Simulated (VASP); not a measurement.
# NaCl in VASP: a series of runs

The runs below take NaCl through single point, relaxation of the atoms, with LDA.

Program: VASP 6.6.1. These are calculated values, not measurements. Logs are shortened: lines on timing, memory, paths and dates and some standing lists are left out, and cuts for length are marked.

### Step 1. The cell of the first run

It takes space group R3m (No. 160, trigonal). Conventional cell: a = 3.864 Å, b = 3.864 Å, c = 9.465 Å, α = 90.00°, β = 90.00°, γ = 120.00°. Within 3.6 Å of Na (site symmetry 3m) lie 6 Cl at 2.72 to 2.74 Å. Within 3.6 Å of Cl (site symmetry 3m) lie 6 Na at 2.72 to 2.74 Å.

### Step 2. Single point, LDA (atom 1 moved by [-0.01, -0.01, -0.01] A)

File INCAR:

```
SYSTEM = NaCl
PREC = Accurate
ENCUT = 520
EDIFF = 1E-7
ISMEAR = 0
SIGMA = 0.01
LREAL = .False.
LASPH = .True.
NELM = 80
ALGO = Normal
ISIF = 2
LWAVE = .False.
LCHARG = .True.
GGA = CA
LELF = .True.
LVHAR = .True.
NBANDS = 14
```

File KPOINTS:

```
Automatic mesh
0
Gamma
  8 8 8
  0 0 0
```

File POSCAR:

```
NaCl
1.0
    0.0000000000      2.7321936073      2.7321936073
    2.7321936073      0.0000000000      2.7321936073
    2.7321936073      2.7321936073      0.0000000000
Na Cl
1 1
Direct
   -0.0018300314     -0.0018300314     -0.0018300314
    0.5000000000      0.5000000000      0.5000000000
```

Potentials or basis: VASP PAW LDA potentials, release 64 (Na_pv, Cl).

Started as:

```
cat potpaw_LDA.64/Na_pv/POTCAR potpaw_LDA.64/Cl/POTCAR > POTCAR
mpirun -np 1 vasp_std > vasp.out
```

OUTCAR:

```text
SYSTEM = NaCl
   PREC = Accurate
   ENCUT = 520
   EDIFF = 1E-7
   ISMEAR = 0
   LREAL = .False.
   LASPH = .True.
   NELM = 80
   ISIF = 2
   GGA = CA

 ion  position               nearest neighbor table
   1  0.998  0.998  0.998-   2 2.72   2 2.72   2 2.72
   2  0.500  0.500  0.500-   1 2.72   1 2.72   1 2.72

  LATTYP: Found a face centered cubic cell.
 ALAT       =     5.4643872146

  Lattice vectors:

 A1 = (   0.0000000000,   2.7321936073,   2.7321936073)
 A2 = (   2.7321936073,   0.0000000000,   2.7321936073)
 A3 = (   2.7321936073,   2.7321936073,   0.0000000000)

Analysis of symmetry for initial positions (statically):
=====================================================================
 Subroutine PRICEL returns:
 Original cell was already a primitive cell.

 Routine SETGRP: Setting up the symmetry group for a
 face centered cubic supercell.

 Subroutine GETGRP returns: Found  6 space group operations
 (whereof  6 operations were pure point group operations)
 out of a pool of 48 trial point group operations.

The static configuration has the point symmetry C_3v.

Analysis of symmetry for dynamics (positions and initial velocities):
=====================================================================
 Subroutine PRICEL returns:
 Original cell was already a primitive cell.

 Routine SETGRP: Setting up the symmetry group for a
 face centered cubic supercell.

 Subroutine GETGRP returns: Found  6 space group operations
 (whereof  6 operations were pure point group operations)
 out of a pool of 48 trial point group operations.

The dynamic configuration has the point symmetry C_3v.

 Subroutine INISYM returns: Found  6 space group operations
 (whereof  6 operations are pure point group operations),
 and found     1 'primitive' translations

----------------------------------------------------------------------------------------

                                     Primitive cell

  volume of cell :      40.7910

  direct lattice vectors                    reciprocal lattice vectors
     0.000000000  2.732193607  2.732193607    -0.183003137  0.183003137  0.183003137
     2.732193607  0.000000000  2.732193607     0.183003137 -0.183003137  0.183003137
     2.732193607  2.732193607  0.000000000     0.183003137  0.183003137 -0.183003137

  length of vectors
     3.863905254  3.863905254  3.863905254     0.316970731  0.316970731  0.316970731

  position of ions in fractional coordinates (direct lattice)
     0.998169969  0.998169969  0.998169969
     0.500000000  0.500000000  0.500000000

  ion indices of the primitive-cell ions
   primitive index   ion index
                 1           1
                 2           2

----------------------------------------------------------------------------------------

 KPOINTS: Automatic mesh

Automatic generation of k-mesh.
 Grid dimensions read from file:
 generate k-points for:    8    8    8

 Generating k-lattice:

  Cartesian coordinates                     Fractional coordinates (reciprocal lattice)
    -0.022875392  0.022875392  0.022875392     0.125000000  0.000000000  0.000000000
     0.022875392 -0.022875392  0.022875392     0.000000000  0.125000000  0.000000000
     0.022875392  0.022875392 -0.022875392     0.000000000  0.000000000  0.125000000

  Length of vectors
     0.039621341  0.039621341  0.039621341

  Shift w.r.t. Gamma in fractional coordinates (k-lattice)
     0.000000000  0.000000000  0.000000000

 Subroutine IBZKPT returns following result:
 ===========================================

 Found     65 irreducible k-points:

 Following reciprocal coordinates:
            Coordinates               Weight
  0.000000  0.000000  0.000000      1.000000
  0.125000  0.000000  0.000000      6.000000
  0.125000  0.125000  0.125000      2.000000
  0.250000  0.000000  0.000000      6.000000
  0.250000  0.250000  0.250000      2.000000
  0.375000  0.000000  0.000000      6.000000
[... 16 lines left out ...]
 -0.250000  0.125000  0.000000     12.000000
  0.125000  0.125000  0.375000      6.000000
 [... further k-points ...]
   k-points           NKPTS =     65   k-points in BZ     NKDIM =     65   number of bands    NBANDS=     14
   number of dos      NEDOS =    301   number of ions     NIONS =      2
   total plane-waves  NPLWV =  27000
   dimension x,y,z NGX =    30 NGY =   30 NGZ =   30
   dimension x,y,z NGXF=    60 NGYF=   60 NGZF=   60
   ions per type =               1   1
   NGX,Y,Z   is equivalent  to a cutoff of  12.91, 12.91, 12.91 a.u.
   NGXF,Y,Z  is equivalent  to a cutoff of  25.82, 25.82, 25.82 a.u.
 SYSTEM =  NaCl
   PREC   = accura    normal or accurate (medium, high low for compatibility)
   ISTART =      0    job   : 0-new  1-cont  2-samecut
   ICHARG =      2    charge: 1-file 2-atom 10-const
   ISPIN  =      1    spin polarized calculation?
   LNONCOLLINEAR =      F non collinear calculations
   LSORBIT =      F    spin-orbit coupling
   LASPH  =      T    aspherical Exc in radial PAW
   ENCUT  =  520.0 eV  38.22 Ry    6.18 a.u.   7.18  7.18  7.18*2*pi/ulx,y,z
   NELM   =     80;   NELMIN=  2; NELMDL= -5     # of ELM steps
   EDIFF  = 0.1E-06   stopping-criterion for ELM
   LREAL  =      F    real-space projection
   EDIFFG = 0.1E-05   stopping-criterion for IOM
   NSW    =      0    number of steps for IOM
   IBRION =     -1    ionic relax: 0-MD 1-quasi-New 2-CG
   NFREE  =      0    steps in history (QN), initial steepest desc. (CG)
   ISIF   =      2    stress and relaxation
   ISYM   =      2    0-nonsym 1-usesym 2-fastsym
   POTIM  = 0.5000    time-step for ionic-motion
   TEBEG  =    0.0;   TEEND  =   0.0 temperature during run
   PSTRESS=    0.0 pullay stress
   NELECT =      14.0000    total number of electrons
   NUPDOWN=      -1.0000    fix difference up-down
   EMIN   =  10.00;   EMAX   =-10.00  energy-range for DOS
   EFERMI =   0.00;   METHOD = LEGACY
   ISMEAR =     0;   SIGMA  =   0.01  broadening in eV -4-tet -1-fermi 0-gaus
   EFERMI_NEDOS =   21; number of points for ismear=-14 and -15
   IALGO  =     38    algorithm
   IMIX   =      4    mixing-type and parameters
     AMIX     =   0.40;   BMIX     =  1.00
     AMIX_MAG =   1.60;   BMIX_MAG =  1.00
  volume/ion in A,a.u.               =      20.40       137.64
  Fermi-wavevector in a.u.,A,eV,Ry     =   1.146206  2.166015 17.875176  1.313788
  Thomas-Fermi vector in A             =   2.282891
   LORBIT       =      0    0 simple, 1 ext, 2 COOP (PROOUT), +10 PAW based schemes
   GGA     = CA    functional components
   LHFCALC =     F    Hartree Fock is set to
   AEXX    =    0.0000 exact exchange contribution
   IVDW    =     0    specifies the selected vdW correction
   LEPSILON=     F    determine dielectric tensor
   LRPA    =     F    only Hartree local field effects (RPA)
 non-spin polarized calculation
 Gauss-broadening in eV      SIGMA  =   0.01
  energy-cutoff  :      520.00
  volume of cell :       40.79
 maximum number of plane-waves:      1121
 NGX is ok and might be reduce to    30
   NGX = 15   NGY = 15   NGZ = 15

 number of electron      13.9999998 magnetization

 Free energy of the ion-electron system (eV)
  ---------------------------------------------------
  ext. energy  EPLUGINS =         0.00000000
  ---------------------------------------------------
  free energy    TOTEN  =        -7.38893069 eV

  energy without entropy =       -7.38893069  energy(sigma->0) =       -7.38893069

 E-fermi :  -0.3090     XC(G=0):  -9.1377

 val. band max:       -0.3577911118   @ k =   0.0000   0.0000   0.0000
 cond. band min:       4.7228211375   @ k =   0.0000   0.0000   0.0000
 fundamental gap:      5.0806122494
 Fermi energy:        -0.3089637072

 k-point     1 :       0.0000    0.0000    0.0000
  band No.  band energies     occupation
      1     -20.9854      2.00000
      2     -20.9854      2.00000
      3     -20.9854      2.00000
      4     -13.1816      2.00000
      5      -0.3579      2.00000
      6      -0.3579      2.00000
      7      -0.3578      2.00000
      8       4.7228      0.00000
      9      10.5717      0.00000
     10      10.5717      0.00000
     11      10.5722      0.00000
     12      12.9296      0.00000
     13      12.9296      0.00000
     14      14.4569      0.00000

 k-point     2 :       0.1250    0.0000    0.0000
  band No.  band energies     occupation
      1     -20.9926      2.00000
      2     -20.9859      2.00000
      3     -20.9859      2.00000
      4     -13.1169      2.00000
      5      -0.8139      2.00000
      6      -0.4102      2.00000
      7      -0.4100      2.00000
      8       5.2762      0.00000
      9      10.0146      0.00000
     10      10.7912      0.00000
     11      10.7916      0.00000
     12      12.6746      0.00000
     13      12.6748      0.00000
     14      15.5022      0.00000

 k-point     3 :       0.1250    0.1250    0.1250
  band No.  band energies     occupation
      1     -20.9926      2.00000
      2     -20.9859      2.00000
      3     -20.9859      2.00000
      4     -13.1169      2.00000
      5      -0.8137      2.00000
      6      -0.4102      2.00000
      7      -0.4102      2.00000
      8       5.2763      0.00000
      9      10.0150      0.00000
     10      10.7912      0.00000
     11      10.7912      0.00000
     12      12.6746      0.00000
     13      12.6746      0.00000
     14      15.5025      0.00000
[... 324 lines left out ...]
 k-point    23 :      -0.2500    0.1250    0.0000
  band No.  band energies     occupation
      1     -21.0156      2.00000
      2     -20.9922      2.00000
      3     -20.9869      2.00000
      4     -12.8605      2.00000
      5      -1.9661      2.00000
      6      -0.8479      2.00000
      7      -0.5685      2.00000
      8       6.9099      0.00000
      9       9.3424      0.00000
     10      10.4853      0.00000
     11      11.1622      0.00000
     12      12.4484      0.00000
     13      14.4408      0.00000
     14      16.4028      0.00000

 k-point    24 :       0.1250    0.1250    0.3750
  band No.  band energies     occupation
      1     -21.0156      2.00000
      2     -20.9922      2.00000
      3     -20.9869      2.00000
      4     -12.8605      2.00000
      5      -1.9661      2.00000
      6      -0.8478      2.00000
      7      -0.5686      2.00000
      8       6.9099      0.00000
      9       9.3424      0.00000
     10      10.4860      0.00000
     11      11.1615      0.00000
     12      12.4480      0.00000
     13      14.4408      0.00000
     14      16.4028      0.00000

 [... further k-points ...]
[... 5 lines left out ...]
  --------------------------------------------------------------------------------------
  -------------------------------------------------------------------------------------
  Total        0.0004679      0.0004679      0.0004679     -0.0003422     -0.0003422     -0.0003422
  in kB        0.0183769      0.0183769      0.0183769     -0.0134404     -0.0134404     -0.0134404
  external PRESSURE =       0.0183769 kB  Pullay stress =       0.0000000 kB

 VOLUME and BASIS-vectors are now :
 -----------------------------------------------------------------------------
  energy-cutoff  :      520.00
  volume of cell :       40.79
      direct lattice vectors                 reciprocal lattice vectors
     0.000000000  2.732193607  2.732193607    -0.183003137  0.183003137  0.183003137
     2.732193607  0.000000000  2.732193607     0.183003137 -0.183003137  0.183003137
     2.732193607  2.732193607  0.000000000     0.183003137  0.183003137 -0.183003137

 POSITION                                       TOTAL-FORCE (eV/Angst)
 -----------------------------------------------------------------------------------
      5.45439      5.45439      5.45439         0.018284      0.018284      0.018284
      2.73219      2.73219      2.73219        -0.018284     -0.018284     -0.018284
 -----------------------------------------------------------------------------------
    total drift:                               -0.000204     -0.000204     -0.000204

  FREE ENERGIE OF THE ION-ELECTRON SYSTEM (eV)
  ---------------------------------------------------
  free  energy   TOTEN  =        -7.3889306913 eV

  energy  without entropy=       -7.3889306913  energy(sigma->0) =       -7.38893069
```

Wall time 29 s (1 thread of Intel Xeon Platinum 8488C (Sapphire Rapids), shared host); peak memory 0.16 GiB.

What came out:

```
Free energy            : -7.3889 eV
Pressure               : 0.0 GPa
Largest force          : 0.032 eV/Å
Band gap on the k mesh : 5.08 eV, direct
```

Forces in eV/Å, atoms in the order of the input:
```
Na   0.018  0.018  0.018
Cl  -0.018 -0.018 -0.018
```

Caveat: the cell differs from its parent crystal (atom 1 moved by [-0.01, -0.01, -0.01] A).

### Step 3. Relaxation of the atoms, LDA (equal xy, yz and zx engineering shears of -0.5 %)

File INCAR:

```
ALGO = Normal
EDIFF = 1E-6
EDIFFG = -0.002
ENCUT = 520
IBRION = 2
ISIF = 2
ISMEAR = 0
LASPH = T
LCHARG = F
LREAL = F
LWAVE = F
NELM = 60
NSW = 50
PREC = Accurate
SIGMA = 0.01
```

File KPOINTS:

```
k-points
0
Gamma
  8 8 8
```

File POSCAR:

```
NaCl
1.0
   -0.0136609680      2.7253631232      2.7253631232
    2.7253631232     -0.0136609680      2.7253631232
    2.7253631232      2.7253631232     -0.0136609680
Na Cl
1 1
Direct
    0.0000000000      0.0000000000      0.0000000000
    0.5000000000      0.5000000000      0.5000000000
```

Potentials or basis: VASP PAW LDA potentials, release 64 (Na_pv, Cl).

Started as:

```
cat potpaw_LDA.64/Na_pv/POTCAR potpaw_LDA.64/Cl/POTCAR > POTCAR
mpirun -np 1 vasp_std > vasp.out
```

It took 22 s on 1 thread of Intel Xeon Platinum 8488C (Sapphire Rapids), shared host; peak memory 0.15 GiB.

It converged, with:

```yaml
Free_energy: -7.3891 eV
Pressure_after_relaxing: 0.0 GPa
Band_gap_on_the_k_mesh: 5.06 eV, direct
```

Stress tensor (GPa, compression positive):
```
0.02 0.06 0.06
0.06 0.02 0.06
0.06 0.06 0.02
```

Final structure:
```
Na Cl
1.0
    -0.01366    2.72536    2.72536
     2.72536   -0.01366    2.72536
     2.72536    2.72536   -0.01366
Na Cl
1 1
Direct
  0.00000 0.00000 0.00000
  0.50000 0.50000 0.50000
```

Levels at points of the mesh, in eV from the valence-band top:
| k point | band 3 | band 4 | band 5 | band 6 | band 7 | band 8 | band 9 | band 10 | band 11 |
| --- | --- | --- | --- | --- | --- | --- | --- | --- | --- |
| (0.00, 0.00, 0.00) | -20.65 | -12.84 | -0.03 | -0.03 | 0.00 | 5.06 | 10.87 | 10.87 | 10.98 |
| (0.50, 0.00, 0.00) | -20.65 | -12.38 | -2.36 | -0.36 | -0.34 | 7.04 | 10.86 | 10.93 | 11.01 |
| (0.50, 0.50, 0.00) | -20.66 | -12.32 | -2.03 | -0.76 | -0.73 | 7.41 | 7.62 | 11.60 | 15.19 |
| (0.50, 0.50, 0.50) | -20.65 | -12.37 | -2.35 | -0.37 | -0.37 | 7.01 | 10.83 | 10.83 | 11.09 |

Caveat: the cell differs from its parent crystal (equal xy, yz and zx engineering shears of -0.5 %); the relaxation stopped at its first step, so nothing moved.

(Part 1 of 2 ends here.)
